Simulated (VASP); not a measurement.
Here is a VASP 6.6.1 calculation.

The input INCAR:

```
SYSTEM = ScAl3N4
PREC     = Accurate       ! precision mode
ENCUT    = 520            ! plane-wave cutoff, eV
EDIFF    = 1E-8           ! SCF threshold, eV
ISMEAR   = 0              ! smearing method
SIGMA    = 0.01           ! smearing width, eV
LREAL    = .FALSE.        ! projectors in reciprocal space
LASPH    = .TRUE.         ! aspherical terms in the spheres
NELM     = 100            ! most SCF steps
ALGO     = Normal         ! electronic algorithm
ISIF     = 2              ! what is computed and relaxed
LWAVE    = .FALSE.        ! write WAVECAR
LCHARG   = .FALSE.        ! write CHGCAR
GGA      = PS             ! functional
LEFG     = .TRUE.       
NBANDS   = 30             ! bands
```

The input KPOINTS:

```
Automatic mesh
0
G
  6 6 6
  0 0 0
```

POSCAR

```
ScAl3N4
1.0
    4.4981354176      0.0000000000      0.0000000000
    0.0000000000      4.4981354176      0.0000000000
    0.0000000000      0.0000000000      4.4981354176
Sc Al N
1 3 4
Direct
    0.0000000000      0.0000000000      0.0000000000
    0.5000000000      0.5000000000      0.0000000000
    0.5000000000      0.0000000000      0.5000000000
    0.0000000000      0.5000000000      0.5000000000
    0.7374655595      0.7374655595      0.2625344405
    0.7374655595      0.2625344405      0.7374655595
    0.2625344405      0.7374655595      0.7374655595
    0.2625344405      0.2625344405      0.2625344405
```

Potentials or basis: VASP PAW PBE potentials, release 64 (Sc_sv, Al, N).

Command:

```bash
$ cat potpaw_PBE.64/Sc_sv/POTCAR potpaw_PBE.64/Al/POTCAR potpaw_PBE.64/N/POTCAR > POTCAR
$ mpirun -np 1 vasp_std > vasp.out
```

Task: What does it give for the largest force?

Result: 0.053 eV/Å.

Task: Estimate the band gap on the k mesh.

Result: 3.17 eV, indirect (least direct gap 3.63 eV).

Task: Predict the pressure.

Result: 0.2 GPa.

Forces in eV/Å, atoms in the order of the input:
```
Sc   0.000  0.000  0.000
Al   0.000  0.000  0.000
Al   0.000  0.000  0.000
Al   0.000  0.000  0.000
N   -0.031 -0.031  0.031
N   -0.031  0.031 -0.031
N    0.031 -0.031 -0.031
N    0.031  0.031  0.031
```

Caveat: without QUAD_EFG the Cq values of the log hold for a quadrupole moment of 1 mb, not for the nuclei; the PAW data sets were made with another functional, which shifts forces and pressure a little. PBEsol gaps usually lie below the measured ones, often by a third to a half.
